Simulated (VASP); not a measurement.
Wanted: the native input for a VASP 6.6.1 run.

```yaml
Task: single point
Functional: LDA
Potentials_or_basis: VASP PAW LDA potentials, release 64 (Cu, As)
Cutoff: 520 eV
k_mesh: 12 × 12 × 8
Occupations: gaussian, width 0.15 eV
Spin: no spin polarisation
Dipole_correction: no
Further_INCAR_settings: ALGO = Normal; EDIFF = 1e-06; NBANDS = 24
```

The structure of CuAs lies in POSCAR:

```
CuAs
1.0
    3.6915000000      0.0000000000      0.0000000000
   -1.8457500000      3.1969327781      0.0000000000
    0.0000000000      0.0000000000      5.1171000000
Cu As
2 2
Direct
    0.0000000000      0.0000000000      0.5000000000
    0.0000000000      0.0000000000      0.0000000000
    0.6666666667      0.3333333333      0.7500000000
    0.3333333333      0.6666666667      0.2500000000
```

These files were run (other wordings do the same):

INCAR

```
ALGO = Normal
EDIFF = 1E-6
ENCUT = 520
GGA = CA
ISIF = 2
ISMEAR = 0
LASPH = T
LCHARG = F
LREAL = F
LWAVE = F
NBANDS = 24
NELM = 100
PREC = Accurate
SIGMA = 0.15
```

KPOINTS

```
k-points
0
Gamma
  12 12 8
```

Potentials or basis: VASP PAW LDA potentials, release 64 (Cu, As).

Run with:

```console
$ cat potpaw_LDA.64/Cu/POTCAR potpaw_LDA.64/As/POTCAR > POTCAR
$ mpirun -np 1 vasp_std > vasp.out
```

It gave:

```yaml
Pressure: 0.1 GPa
Band_gap_on_the_k_mesh: zero (band 16 reaches 8.82 eV, above the bottom of band 17 at 6.32 eV)
```

It took 3.4 min on 1 thread of AMD EPYC 7R43 64-Core Processor (Zen 3), on a shared host, peak memory 0.2 GiB.
